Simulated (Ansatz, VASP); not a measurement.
## Two plane-wave programs on Re

INCAR

```
SYSTEM = Re
ALGO = Normal
EDIFF = 1E-7
ENCUT = 520
GGA = RP
ISIF = 2
ISMEAR = -1
IVDW = 13
LASPH = .True.
LCHARG = .True.
LELF = .True.
LREAL = .False.
LVHAR = .True.
LWAVE = .False.
NBANDS = 14
NELM = 100
PREC = Accurate
SIGMA = 0.05
```

KPOINTS

```
k-points
0
Gamma
  11 11 6
  0 0 0
```

POSCAR

```
Re
1.0
    2.7044413289      0.0000000000      0.0000000000
   -1.3522206645      2.3421148939      0.0000000000
    0.0000000000      0.0000000000      4.3671907899
Re
2
Direct
    0.6666666667      0.3333333333      0.7500000000
    0.3333333333      0.6666666667      0.2500000000
```

The input input.yaml:

```yaml
crystal:
  lattice:
    - [2.7044413289, 0.0, 0.0]
    - [-1.3522206645, 2.3421148939, 0.0]
    - [0.0, 0.0, 4.3671907899]
  atoms:
    - { symbol: Re, position: [0.6666666667, 0.3333333333, 0.75] }
    - { symbol: Re, position: [0.3333333333, 0.6666666667, 0.25] }
hamiltonian:
  xc: rpbe
  pseudopotentials: { kind: paw }
  dispersion: d4
kpoints:
  mp_grid: { grid: [11, 11, 6] }
scf:
  occupations: { method: fermi_dirac, width: 0.05 }
output:
  forces: true
  stress: true
  eigenvalues: true
  write_density: true
  write_potential: true
  elf: true
  volumetric_format: npy
```

Alike in both runs: task single point; functional RPBE; dispersion D4; k mesh 11 × 11 × 6; occupations fermi-dirac, width 0.05 eV; no spin polarisation.

|  | VASP | Ansatz |
| --- | --- | --- |
| version | VASP 6.6.1 | Ansatz 0.2.0 |
| potentials or method | VASP PAW PBE potentials, release 64 (Re) | Ansatz PAW |
| plane-wave cutoff (eV) | 520 | 420 |
| valence electrons in the cell | 14 | 30 |

Ansatz gave:

- gap on the k mesh at the Fermi level (eV): none
- pressure (GPa): 23.3
- traceless stress, the component that is largest in VASP (GPa): 0.42

Estimate VASP's values.

gap on the k mesh at the Fermi level (eV): none; pressure (GPa): 23.3; traceless stress, the component that is largest in VASP (GPa): 0.29.

VASP's potentials were made for PBE, not for RPBE. A gap of «none» marks a metal or a gap that the smearing closes. VASP's potentials hold 14 valence electrons a cell and Ansatz's 30, so a difference there can come from the potentials and not from the codes.

Neither program's run includes spin-orbit coupling.
